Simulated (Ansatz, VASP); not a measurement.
# Two plane-wave programs on ZrH5

```xyz
6
Lattice="3.5848 0.0000 0.0000 -1.7924 3.1046 0.0000 0.0000 0.0000 3.1284" Properties=species:S:1:pos:R:3 pbc="T T T"
Zr    0.0000    0.0000    0.0000
H     1.7924    0.0000    1.5642
H     0.8962    1.5523    1.5642
H    -0.8962    1.5523    1.5642
H     0.0000    2.0697    0.0000
H     1.7924    1.0349    0.0000
```

Alike in both runs: functional PBE; k mesh 5 × 5 × 5; occupations gaussian, width 0.2 eV; no spin polarisation.

Ansatz relaxed the structure, and its values are those at the end. VASP's run is a single point on that final structure, the one shown.

|  | VASP | Ansatz |
| --- | --- | --- |
| version | VASP 6.6.1 | Ansatz 0.2.0 |
| potentials or method | VASP PAW PBE potentials, release 64 (Zr_sv, H), cutoff 500 eV | scalar-relativistic, plane waves, PAW |
| valence electrons in the cell | 17 | 17 |

Ansatz gave:

```
gap on the k mesh at the Fermi level (eV) : none
pressure (GPa)                            : -0.3
```

Question: What did VASP give for the same quantities?

Answer: gap on the k mesh at the Fermi level (eV): none; pressure (GPa): -0.5.

A gap of «none» marks a metal or a gap that the smearing closes. The functional is the same, so the differences come from potentials, cutoffs and numerics.

The k mesh is coarse, so the values compare programs but aren't converged.
